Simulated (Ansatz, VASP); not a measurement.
HfO2: VASP and Ansatz over several settings

```
Hf O
1.0
     5.08365    0.00000    0.00000
     0.00000    5.15090    0.00000
    -0.85290    0.00000    5.17887
Hf O
4 8
Direct
  0.27550 0.46030 0.70800
  0.72450 0.96030 0.79200
  0.72450 0.53970 0.29200
  0.27550 0.03970 0.20800
  0.07420 0.16840 0.84670
  0.92580 0.66840 0.65330
  0.92580 0.83160 0.15330
  0.07420 0.33160 0.34670
  0.44870 0.74190 0.98010
  0.55130 0.24190 0.51990
  0.55130 0.25810 0.01990
  0.44870 0.75810 0.48010
```

Single points on this cell with VASP 6.6.1 and Ansatz 0.2.0. Each row is one pair of runs. Alike in all rows: spin: off; k mesh: 5 × 5 × 5; smearing: fermi-dirac, width 0.05 eV.

```csv
level,"VASP's potentials, cutoff","Ansatz's potentials, cutoff","gap on the k mesh at the Fermi level (eV), VASP","gap on the k mesh at the Fermi level (eV), Ansatz","least direct gap on the mesh (eV), VASP","least direct gap on the mesh (eV), Ansatz","pressure (GPa), VASP","pressure (GPa), Ansatz"
PBE,"VASP PAW PBE potentials, release 64 (Hf_pv, O), 520 eV","JTH PAW, 1380 eV",4.24,4.25,4.30,4.31,7.9,8.7
LDA,"VASP PAW LDA potentials, release 64 (Hf_pv, O), 520 eV","Ansatz PAW, 420 eV",4.04,?,4.11,?,-5.4,?
PBEsol+D4,"VASP PAW PBE potentials, release 64 (Hf_pv, O), 520 eV","Ansatz PAW, 420 eV",4.13,4.16,4.19,4.22,-1.3,1.7
```

Problem. Fill in what Ansatz gave in row 2.

Solution. gap on the k mesh at the Fermi level (eV): 4.08; least direct gap on the mesh (eV): 4.14; pressure (GPa): -2.9.

VASP's potentials hold 88 valence electrons a cell and Ansatz's 96; VASP's potentials hold 88 valence electrons a cell and Ansatz's 152, so a difference there can come from the potentials and not from the codes.

Spin-orbit coupling is off throughout. Noted on Ansatz's runs: odd divisions of the mesh miss points on the zone boundary, where band edges often lie, so the gap on the mesh can be too wide; Pulay correction over one GPa.
